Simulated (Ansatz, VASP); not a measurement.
SbO4 in VASP and in Ansatz

```xyz
5
Lattice="3.1598 0.0000 0.0000 -1.5799 2.7365 0.0000 0.0000 0.0000 9.3907" Properties=species:S:1:pos:R:3 pbc="T T T"
Sb    0.0000    0.0000    4.6954
O     0.0000    0.0000    2.8492
O     0.0000    0.0000    6.5415
O     0.0000    1.8243    0.0000
O     1.5799    0.9122    0.0000
```

Alike in both runs: functional PBE; k mesh 6 × 6 × 4; occupations gaussian, width 0.1 eV; no spin polarisation.

Ansatz relaxed the structure, and its values are those at the end. VASP's run is a single point on that final structure, the one shown.

```csv
,VASP,Ansatz
version,VASP 6.6.1,Ansatz 0.2.0
potentials or method,"VASP PAW PBE potentials, release 64 (Sb, O), cutoff 520 eV","scalar-relativistic, plane waves, PAW"
valence electrons in the cell,29,39
```

|  | VASP | Ansatz | Ansatz less VASP |
| --- | --- | --- | --- |
| gap on the k mesh at the Fermi level (eV) | none | none | - |
| pressure (GPa) | 0.9 | 0.1 | -0.80 |
| rms of the force components (eV/Å) | 0.141 | 0.001 | -0.1402 |

A gap of «none» marks a metal or a gap that the smearing closes. VASP's potentials hold 29 valence electrons a cell and Ansatz's 39, so a difference there can come from the potentials and not from the codes.

The k mesh is coarse, so the values compare programs but aren't converged. Spin-orbit coupling is off throughout.
